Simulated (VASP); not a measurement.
# CdF2: single point with PBE

The system is CdF2.

```
Cd F
1.0
     0.00000    2.74070    2.74070
     2.74070    0.00000    2.74070
     2.74070    2.74070    0.00000
Cd F
1 2
Direct
  0.00000 0.00000 0.00000
  0.25000 0.25000 0.25000
  0.75000 0.75000 0.75000
```

```
Program                : VASP 6.6.1
Task                   : single point
Functional             : PBE
Potentials or basis    : VASP PAW PBE potentials, release 64 (Cd, F)
Cutoff                 : 520 eV
k mesh                 : 12 × 12 × 12
Occupations            : methfessel-paxton, width 0.05 eV
Spin                   : no spin polarisation
Dipole correction      : no
Further INCAR settings : ALGO = Normal; EDIFF = 1e-07; NBANDS = 20
```

| Quantity | Value |
| --- | --- |
| Pressure | 0.5 GPa |
| Band gap on the k mesh | 2.89 eV, indirect (least direct gap 3.44 eV) |

Levels at points of the mesh, in eV from the valence-band top:
```
           k point  band 10  band 11  band 12  band 13  band 14  band 15  band 16  band 17
(0.00, 0.00, 0.00)    -0.85    -0.56    -0.56    -0.56     2.89    12.45    12.45    12.45
(0.50, 0.00, 0.00)    -1.65    -1.65    -0.43    -0.43     6.78     8.98    14.05    14.05
(0.50, 0.50, 0.00)    -2.70    -0.41    -0.08    -0.08     7.58     9.37    11.81    13.82
```

It took 30 s on 1 thread of Intel(R) Xeon(R) 6975P-C (Granite Rapids) (shared host), peak memory 0.19 GiB.

A k mesh can miss the band edges. PBE gaps usually lie below the measured ones, often by a third to a half.
